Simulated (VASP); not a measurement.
# SnO2 (P6_3/mmc) in VASP: notebook

The runs below take SnO2 through single point, with PBE+D3(BJ).

All numbers are computed with VASP 6.6.1; they aren't measurements. Logs are shortened: lines on timing, memory, paths and dates and some standing lists are left out, and cuts for length are marked.

## 1. The cell of the first run

It takes space group P6_3/mmc (No. 194, hexagonal). Conventional cell: a = 3.276 Å, b = 3.276 Å, c = 10.127 Å, α = 90.00°, β = 90.00°, γ = 120.00°. Within 2.8 Å of Sn (site symmetry -3m) lie 6 O at 2.14 Å. O (site symmetry 3m) has 3 Sn at 2.14 Å and 3 O at 2.74 Å within 2.8 Å.

## 2. Single point, PBE+D3(BJ) (15.69 Å³/atom)

Input file INCAR:

```
ALGO = Normal
EDIFF = 1E-7
ENCUT = 520
GGA = PE
ISIF = 2
ISMEAR = 0
IVDW = 12
LASPH = True
LCHARG = False
LREAL = False
LWAVE = False
NBANDS = 35
NELM = 60
PREC = Accurate
SIGMA = 0.05
```

Input file KPOINTS:

```
k-points
0
Gamma
  12 12 4
```

Input file POSCAR:

```
SnO2
1.0
    3.2759337038      0.0000000000      0.0000000000
   -1.6379668519      2.8370418087      0.0000000000
    0.0000000000      0.0000000000     10.1272214521
Sn O
2 4
Direct
    0.0000000000      0.0000000000      0.5000000000
    0.0000000000      0.0000000000      0.0000000000
    0.6666666667      0.3333333333      0.4017901367
    0.6666666667      0.3333333333      0.0982098633
    0.3333333333      0.6666666667      0.5982098633
    0.3333333333      0.6666666667      0.9017901367
```

Potentials or basis: VASP PAW PBE potentials, release 64 (Sn_d, O).

Run with:

```bash
> cat potpaw_PBE.64/Sn_d/POTCAR potpaw_PBE.64/O/POTCAR > POTCAR
> mpirun -np 1 vasp_std > vasp.out
```

OUTCAR:

```text
EDIFF = 1E-7
   ENCUT = 520
   GGA = PE
   ISIF = 2
   ISMEAR = 0
   IVDW = 12
   LASPH = True
   LREAL = False
   NELM = 60
   PREC = Accurate
 IVDW          = 12

 ion  position               nearest neighbor table
   1  0.000  0.000  0.500-   3 2.14   5 2.14   3 2.14   5 2.14   3 2.14   5 2.14
   2  0.000  0.000  0.000-   4 2.14   6 2.14   4 2.14   6 2.14   4 2.14   6 2.14
   3  0.667  0.333  0.402-   1 2.14   1 2.14   1 2.14
   4  0.667  0.333  0.098-   2 2.14   2 2.14   2 2.14
   5  0.333  0.667  0.598-   1 2.14   1 2.14   1 2.14
   6  0.333  0.667  0.902-   2 2.14   2 2.14   2 2.14

  LATTYP: Found a hexagonal cell.
 ALAT       =     3.2759337038
 C/A-ratio  =     3.0914000001

  Lattice vectors:

 A1 = (   3.2759337038,   0.0000000000,   0.0000000000)
 A2 = (  -1.6379668519,   2.8370418087,   0.0000000000)
 A3 = (   0.0000000000,   0.0000000000,  10.1272214521)

Analysis of symmetry for initial positions (statically):
=====================================================================
 Subroutine PRICEL returns:
 Original cell was already a primitive cell.

 Routine SETGRP: Setting up the symmetry group for a
 hexagonal supercell.

 Subroutine GETGRP returns: Found 24 space group operations
 (whereof 12 operations were pure point group operations)
 out of a pool of 24 trial point group operations.

The static configuration has the point symmetry D_3d.
 The point group associated with its full space group is D_6h.

Analysis of symmetry for dynamics (positions and initial velocities):
=====================================================================
 Subroutine PRICEL returns:
 Original cell was already a primitive cell.

 Routine SETGRP: Setting up the symmetry group for a
 hexagonal supercell.

 Subroutine GETGRP returns: Found 24 space group operations
 (whereof 12 operations were pure point group operations)
 out of a pool of 24 trial point group operations.

The dynamic configuration has the point symmetry D_3d.
 The point group associated with its full space group is D_6h.

 Subroutine INISYM returns: Found 24 space group operations
 (whereof 12 operations are pure point group operations),
 and found     1 'primitive' translations

----------------------------------------------------------------------------------------

                                     Primitive cell

  volume of cell :      94.1220

  direct lattice vectors                    reciprocal lattice vectors
     3.275933704  0.000000000  0.000000000     0.305256483  0.176239912  0.000000000
    -1.637966852  2.837041809  0.000000000     0.000000000  0.352479825  0.000000000
     0.000000000  0.000000000 10.127221452     0.000000000  0.000000000  0.098743767

  length of vectors
     3.275933704  3.275933704 10.127221452     0.352479825  0.352479825  0.098743767

  position of ions in fractional coordinates (direct lattice)
     0.000000000  0.000000000  0.500000000
     0.000000000  0.000000000  0.000000000
     0.666666667  0.333333333  0.401790137
     0.666666667  0.333333333  0.098209863
     0.333333333  0.666666667  0.598209863
     0.333333333  0.666666667  0.901790137

  ion indices of the primitive-cell ions
   primitive index   ion index
                 1           1
                 2           2
                 3           3
                 4           4
                 5           5
                 6           6

----------------------------------------------------------------------------------------

 KPOINTS: k-points

Automatic generation of k-mesh.
 Grid dimensions read from file:
 generate k-points for:   12   12    4

 Generating k-lattice:

  Cartesian coordinates                     Fractional coordinates (reciprocal lattice)
     0.025438040  0.014686659  0.000000000     0.083333333  0.000000000  0.000000000
     0.000000000  0.029373319  0.000000000     0.000000000  0.083333333  0.000000000
     0.000000000  0.000000000  0.024685942     0.000000000  0.000000000  0.250000000

  Length of vectors
     0.029373319  0.029373319  0.024685942

  Shift w.r.t. Gamma in fractional coordinates (k-lattice)
     0.000000000  0.000000000  0.000000000

 Subroutine IBZKPT returns following result:
 ===========================================

 Found     57 irreducible k-points:

 Following reciprocal coordinates:
            Coordinates               Weight
  0.000000  0.000000  0.000000      1.000000
  0.083333  0.000000  0.000000      6.000000
  0.166667  0.000000  0.000000      6.000000
  0.250000  0.000000  0.000000      6.000000
  0.333333  0.000000  0.000000      6.000000
  0.416667  0.000000  0.000000      6.000000
[... 16 lines left out ...]
  0.250000  0.000000  0.250000     12.000000
  0.333333  0.000000  0.250000     12.000000
 [... further k-points ...]
   k-points           NKPTS =     57   k-points in BZ     NKDIM =     57   number of bands    NBANDS=     35
   number of dos      NEDOS =    301   number of ions     NIONS =      6
   total plane-waves  NPLWV =  46080
   dimension x,y,z NGX =    24 NGY =   24 NGZ =   80
   dimension x,y,z NGXF=    48 NGYF=   48 NGZF=  160
   ions per type =               2   4
   NGX,Y,Z   is equivalent  to a cutoff of  12.18, 12.18, 13.13 a.u.
   NGXF,Y,Z  is equivalent  to a cutoff of  24.36, 24.36, 26.27 a.u.
 SYSTEM =  unknown system
   PREC   = accura    normal or accurate (medium, high low for compatibility)
   ISTART =      0    job   : 0-new  1-cont  2-samecut
   ICHARG =      2    charge: 1-file 2-atom 10-const
   ISPIN  =      1    spin polarized calculation?
   LNONCOLLINEAR =      F non collinear calculations
   LSORBIT =      F    spin-orbit coupling
   LASPH  =      T    aspherical Exc in radial PAW
   ENCUT  =  520.0 eV  38.22 Ry    6.18 a.u.   6.09  6.09 18.83*2*pi/ulx,y,z
   NELM   =     60;   NELMIN=  2; NELMDL= -5     # of ELM steps
   EDIFF  = 0.1E-06   stopping-criterion for ELM
   LREAL  =      F    real-space projection
   EDIFFG = 0.1E-05   stopping-criterion for IOM
   NSW    =      0    number of steps for IOM
   IBRION =     -1    ionic relax: 0-MD 1-quasi-New 2-CG
   NFREE  =      0    steps in history (QN), initial steepest desc. (CG)
   ISIF   =      2    stress and relaxation
   ISYM   =      2    0-nonsym 1-usesym 2-fastsym
   POTIM  = 0.5000    time-step for ionic-motion
   TEBEG  =    0.0;   TEEND  =   0.0 temperature during run
   PSTRESS=    0.0 pullay stress
   NELECT =      52.0000    total number of electrons
   NUPDOWN=      -1.0000    fix difference up-down
   EMIN   =  10.00;   EMAX   =-10.00  energy-range for DOS
   EFERMI =   0.00;   METHOD = LEGACY
   ISMEAR =     0;   SIGMA  =   0.05  broadening in eV -4-tet -1-fermi 0-gaus
   EFERMI_NEDOS =   21; number of points for ismear=-14 and -15
   IALGO  =     38    algorithm
   IMIX   =      4    mixing-type and parameters
     AMIX     =   0.40;   BMIX     =  1.00
     AMIX_MAG =   1.60;   BMIX_MAG =  1.00
  volume/ion in A,a.u.               =      15.69       105.86
  Fermi-wavevector in a.u.,A,eV,Ry     =   1.343318  2.538503 24.551764  1.804504
  Thomas-Fermi vector in A             =   2.471402
   LORBIT       =      0    0 simple, 1 ext, 2 COOP (PROOUT), +10 PAW based schemes
   GGA     = PE    functional components
   LHFCALC =     F    Hartree Fock is set to
   AEXX    =    0.0000 exact exchange contribution
   IVDW    =    12    specifies the selected vdW correction
   LEPSILON=     F    determine dielectric tensor
   LRPA    =     F    only Hartree local field effects (RPA)
 non-spin polarized calculation
 Gauss-broadening in eV      SIGMA  =   0.05
  energy-cutoff  :      520.00
  volume of cell :       94.12
 maximum number of plane-waves:      2574
   NGX = 13   NGY = 13   NGZ = 37

 number of electron      52.0000045 magnetization

 Free energy of the ion-electron system (eV)
  ---------------------------------------------------
  ext. energy  EPLUGINS =         0.00000000
  ---------------------------------------------------
  free energy    TOTEN  =       -36.26236926 eV

  energy without entropy =      -36.26236926  energy(sigma->0) =      -36.26236926

 E-fermi :   2.9209     XC(G=0):  -9.4667

 val. band max:        2.7092942521   @ k =   0.2500   0.2500   0.0000
 cond. band min:       4.3361089588   @ k =   0.0000   0.0000   0.0000
 fundamental gap:      1.6268147067
 Fermi energy:         2.9208924022

 k-point     1 :       0.0000    0.0000    0.0000
  band No.  band energies     occupation
      1     -17.5102      2.00000
      2     -17.5090      2.00000
      3     -17.2907      2.00000
      4     -17.2907      2.00000
      5     -17.2906      2.00000
      6     -17.2906      2.00000
[... 27 lines left out ...]
     34      13.3862      0.00000
     35      13.3862      0.00000

 k-point     2 :       0.0833    0.0000    0.0000
  band No.  band energies     occupation
      1     -17.4878      2.00000
      2     -17.4867      2.00000
      3     -17.3408      2.00000
      4     -17.3399      2.00000
      5     -17.2790      2.00000
      6     -17.2788      2.00000
[... 27 lines left out ...]
     34      13.5341      0.00000
     35      13.6889      0.00000

 k-point     3 :       0.1667    0.0000    0.0000
  band No.  band energies     occupation
      1     -17.5114      2.00000
      2     -17.5091      2.00000
      3     -17.3944      2.00000
      4     -17.3932      2.00000
      5     -17.2521      2.00000
      6     -17.2519      2.00000
[... 27 lines left out ...]
     34      13.8624      0.00000
     35      13.9282      0.00000

 k-point     4 :       0.2500    0.0000    0.0000
  band No.  band energies     occupation
      1     -17.6836      2.00000
      2     -17.6796      2.00000
      3     -17.3253      2.00000
      4     -17.3243      2.00000
      5     -17.2322      2.00000
      6     -17.2320      2.00000
[... 27 lines left out ...]
     34      14.3327      0.00000
     35      14.4130      0.00000

 k-point     5 :       0.3333    0.0000    0.0000
  band No.  band energies     occupation
      1     -17.8477      2.00000
      2     -17.8427      2.00000
      3     -17.2785      2.00000
      4     -17.2776      2.00000
      5     -17.2287      2.00000
      6     -17.2285      2.00000
[... 638 lines left out ...]
 k-point    22 :       0.1667    0.0000    0.2500
  band No.  band energies     occupation
      1     -17.5111      2.00000
      2     -17.5095      2.00000
      3     -17.3942      2.00000
      4     -17.3933      2.00000
      5     -17.2521      2.00000
      6     -17.2519      2.00000
[... 27 lines left out ...]
     34      13.9035      0.00000
     35      13.9241      0.00000

 k-point    23 :       0.2500    0.0000    0.2500
  band No.  band energies     occupation
      1     -17.6831      2.00000
      2     -17.6802      2.00000
      3     -17.3251      2.00000
      4     -17.3244      2.00000
      5     -17.2322      2.00000
      6     -17.2321      2.00000
[... 27 lines left out ...]
     34      14.3374      0.00000
     35      14.3573      0.00000

 k-point    24 :       0.3333    0.0000    0.2500
  band No.  band energies     occupation
      1     -17.8470      2.00000
      2     -17.8434      2.00000
      3     -17.2784      2.00000
      4     -17.2778      2.00000
      5     -17.2287      2.00000
      6     -17.2285      2.00000
[... 27 lines left out ...]
     34      14.6000      0.00000
     35      14.7876      0.00000

 [... further k-points ...]

------------------------ aborting loop because EDIFF is reached ----------------------------------------

 Edisp (eV)   -0.96853

 E8    (eV) :    -0.3795

  FORCE on cell =-STRESS in cart. coord.  units (eV):
  Direction    XX          YY          ZZ          XY          YZ          ZX
  --------------------------------------------------------------------------------------
  -------------------------------------------------------------------------------------
  Total      -3.52197    -3.52197    -0.12381    -0.00000     0.00000     0.00000
  in kB     -59.95216   -59.95216    -2.10759    -0.00000     0.00000     0.00000
  external pressure =      -40.67 kB  Pullay stress =        0.00 kB

 VOLUME and BASIS-vectors are now :
 -----------------------------------------------------------------------------
  energy-cutoff  :      520.00
  volume of cell :       94.12
      direct lattice vectors                 reciprocal lattice vectors
     3.275933704  0.000000000  0.000000000     0.305256483  0.176239912  0.000000000
    -1.637966852  2.837041809  0.000000000     0.000000000  0.352479825  0.000000000
     0.000000000  0.000000000 10.127221452     0.000000000  0.000000000  0.098743767

 POSITION                                       TOTAL-FORCE (eV/Angst)
 -----------------------------------------------------------------------------------
      0.00000      0.00000      5.06361         0.000000      0.000000     -0.000000
      0.00000      0.00000      0.00000         0.000000      0.000000     -0.000000
      1.63797      0.94568      4.06902         0.000000      0.000000      0.083982
      1.63797      0.94568      0.99459         0.000000     -0.000000     -0.083982
     -0.00000      1.89136      6.05820        -0.000000     -0.000000     -0.083982
     -0.00000      1.89136      9.13263        -0.000000      0.000000      0.083982
 -----------------------------------------------------------------------------------
    total drift:                               -0.000000      0.000000      0.000000

  FREE ENERGIE OF THE ION-ELECTRON SYSTEM (eV)
  ---------------------------------------------------
  free  energy   TOTEN  =       -37.2308970839 eV

  energy  without entropy=      -37.2308970839  energy(sigma->0) =      -37.23089708
```

Wall time 74 s (1 thread of Intel Xeon 6975P-C (Granite Rapids), shared host); peak memory 0.3 GiB.

What came out:

* Free energy: -37.2309 eV
* Pressure: -4.1 GPa
* Largest force: 0.084 eV/Å
* Band gap on the k mesh: 1.63 eV (least direct gap 1.98 eV)
* Dispersion energy per atom: -0.161 eV

Forces in eV/Å, atoms in the order of the input:
```
Sn   0.000  0.000  0.000
Sn   0.000  0.000  0.000
O    0.000  0.000  0.084
O    0.000  0.000 -0.084
O    0.000  0.000 -0.084
O    0.000  0.000  0.084
```

Stress tensor (GPa, compression positive):
```
-6.00  0.00  0.00
 0.00 -6.00  0.00
 0.00  0.00 -0.21
```

Caveat: the cell stands under tension; spin-orbit coupling is left out, which moves the levels of the heavy elements.

## 3. Single point, PBE+D3(BJ) (15.69 Å³/atom)

Input file INCAR:

```
  ALGO = Normal
  EDIFF = 1E-7
  ENCUT = 520
  GGA = PE
  ISIF = 2
  ISMEAR = 0
  IVDW = 12
  LASPH = T
  LCHARG = F
  LREAL = F
  LWAVE = F
  NBANDS = 35
  NELM = 80
  PREC = Accurate
  SIGMA = 0.05
```

KPOINTS is that of step 2.

Edit POSCAR of step 2 so:

```diff
@@ -2,5 +2,5 @@
 1.0
-    3.2759337038      0.0000000000      0.0000000000
-   -1.6379668519      2.8370418087      0.0000000000
-    0.0000000000      0.0000000000     10.1272214521
+    3.1895628656      0.0000000000      0.0000000000
+   -1.5947814328      2.7622424686      0.0000000000
+    0.0000000000      0.0000000000     10.6831218619
 Sn O
```

Potentials or basis: VASP PAW PBE potentials, release 64 (Sn_d, O).

Run with:

```bash
> cat potpaw_PBE.64/Sn_d/POTCAR potpaw_PBE.64/O/POTCAR > POTCAR
> mpirun -np 1 vasp_std > vasp.out
```

Run time: 75 s. Hardware: 1 thread of Intel Xeon 6975P-C (Granite Rapids), shared host; peak memory 0.3 GiB.

The run converged. Its results:

```
Free energy                : -37.2635 eV
Pressure                   : 0.0 GPa
Largest force              : 0.255 eV/Å
Band gap on the k mesh     : 2.23 eV (least direct gap 2.58 eV)
Dispersion energy per atom : -0.161 eV
```

Forces on the atoms (eV/Å):
```
Sn   0.000  0.000  0.000
Sn   0.000  0.000  0.000
O    0.000  0.000  0.255
O    0.000  0.000 -0.255
O    0.000  0.000 -0.255
O    0.000  0.000  0.255
```

Stress tensor (GPa, compression positive):
```
 1.33  0.00  0.00
 0.00  1.33  0.00
 0.00  0.00 -2.51
```

Levels at points of the mesh, in eV from the valence-band top:
```
           k point  band 22  band 23  band 24  band 25  band 26  band 27  band 28  band 29  band 30  band 31
(0.00, 0.00, 0.00)    -0.79    -0.79    -0.76    -0.76    -0.35     2.23     3.01     5.51     5.87    10.50
(0.50, 0.00, 0.00)    -1.25    -0.55    -0.50    -0.50    -0.06     5.19     5.35     6.97     7.56    10.18
(0.00, 0.00, 0.50)    -0.77    -0.77    -0.77    -0.72    -0.72     2.63     2.63     5.70     5.70    10.58
(0.50, 0.00, 0.50)    -1.43    -0.52    -0.52    -0.26    -0.26     5.27     5.27     7.25     7.25    10.36
```

Caveat: spin-orbit coupling is left out, which moves the levels of the heavy elements. A k mesh can miss the band edges.
